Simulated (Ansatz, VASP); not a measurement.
# One calculation of CsBr, two programs

The input INCAR:

```
ALGO = Normal ; EDIFF = 1E-6
ENCUT = 500 ; GGA = PE
GGA_COMPAT = False ; ISIF = 2
ISMEAR = 0 ; LASPH = True
LCHARG = False ; LREAL = False
LWAVE = False ; NBANDS = 15
NELM = 120 ; PREC = Accurate
SIGMA = 0.01
```

The input KPOINTS:

```
k-points
0
Gamma
  6 6 6
```

POSCAR

```
CsBr
1.0
    4.3893097184      0.0000000000      0.0000000000
    0.0000000000      4.3893097184      0.0000000000
    0.0000000000      0.0000000000      4.3893097184
Cs Br
1 1
Direct
    0.0000000000      0.0000000000      0.0000000000
    0.5000000000      0.5000000000      0.5000000000
```

Input for Ansatz:

```yaml
crystal:
  lattice:
    - [4.3893097184, 0.0, 0.0]
    - [0.0, 4.3893097184, 0.0]
    - [0.0, 0.0, 4.3893097184]
  atoms:
    - { symbol: Cs, position: [0.0, 0.0, 0.0] }
    - { symbol: Br, position: [0.5, 0.5, 0.5] }
kpoints:
  mp_grid: { grid: [6, 6, 6] }
hamiltonian:
  xc: pbe
scf:
  occupations: { method: fixed }
  n_extra_bands: 4
output:
  forces: true
  stress: true
  eigenvalues: true
```

Alike in both runs: task single point; functional PBE; k mesh 6 × 6 × 6; no spin polarisation.

|  | VASP | Ansatz |
| --- | --- | --- |
| version | VASP 6.6.1 | Ansatz 0.2.0 |
| potentials or method | VASP PAW PBE potentials, release 64 (Cs_sv, Br) | plane waves, PAW |
| plane-wave cutoff (eV) | 500 | 420 |
| occupations | gaussian, width 0.01 eV | fixed |
| valence electrons in the cell | 16 | 16 |

Ansatz gave:

* gap on the k mesh at the Fermi level (eV): 4.25
* pressure (GPa): 0.0

Task: Which values does VASP return?

Result: gap on the k mesh at the Fermi level (eV): 4.24; pressure (GPa): 0.0.

Neither program's run includes spin-orbit coupling.
